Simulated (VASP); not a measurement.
Write the native input for VASP 6.6.1 that does the following.

```yaml
Task: single point
Functional: r2SCAN
Potentials_or_basis: VASP PAW PBE potentials, release 64 (Ru_pv)
Cutoff: 520 eV
k_mesh: 11 × 11 × 6
Occupations: fermi-dirac, width 0.05 eV
Spin: no spin polarisation
Dipole_correction: no
Further_INCAR_settings: ALGO = Normal; EDIFF = 1e-06; NBANDS = 21
```

Crystal: Ru.

```xyz
2
Lattice="2.6531 0.0000 0.0000 -1.3265 2.2976 0.0000 0.0000 0.0000 4.2018" Properties=species:S:1:pos:R:3 pbc="T T T"
Ru    1.3265    0.7659    3.1513
Ru    0.0000    1.5317    1.0504
```

The input as run:

POSCAR

```
Ru
1.0
    2.6530659503      0.0000000000      0.0000000000
   -1.3265329752      2.2976225109      0.0000000000
    0.0000000000      0.0000000000      4.2017698789
Ru
2
Direct
    0.6666666667      0.3333333333      0.7500000000
    0.3333333333      0.6666666667      0.2500000000
```

INCAR.step1

```
ALGO = Normal ; EDIFF = 1E-4
ENCUT = 520 ; GGA = PE
ISMEAR = -1 ; LASPH = T
LCHARG = F ; LREAL = F
LWAVE = T ; NBANDS = 21
NELM = 80 ; PREC = Accurate
SIGMA = 0.05
```

INCAR.step2

```
ALGO = Normal ; EDIFF = 1E-6
ENCUT = 520 ; ISIF = 2
ISMEAR = -1 ; ISTART = 1
LASPH = T ; LCHARG = T
LELF = T ; LMIXTAU = T
LREAL = F ; LVHAR = T
LWAVE = F ; METAGGA = R2SCAN
NBANDS = 21 ; NELM = 80
PREC = Accurate ; SIGMA = 0.05
```

KPOINTS

```
k-points
0
Gamma
  11 11 6
```

Potentials or basis: VASP PAW PBE potentials, release 64 (Ru_pv).

Run with:

```bash
$ cat potpaw_PBE.64/Ru_pv/POTCAR > POTCAR
$ cp INCAR.step1 INCAR
$ mpirun -np 1 vasp_std > vasp.out
$ cp INCAR.step2 INCAR
$ mpirun -np 1 vasp_std > vasp.out
```

Results of the run:

```json
{"Pressure": "21.9 GPa", "Band gap on the k mesh": "zero (bands 14 and 15 overlap by 3.51 eV)"}
```

Caveat: the cell stands under pressure; an empty level that is flat over the whole mesh can mark a ghost state of the potentials, or a narrow d or f band; the PAW data sets were made with another functional, which shifts forces and pressure a little.

Run time: 2.2 min on 1 thread of Intel Xeon 8259CL, on a shared host, peak memory 0.16 GiB.
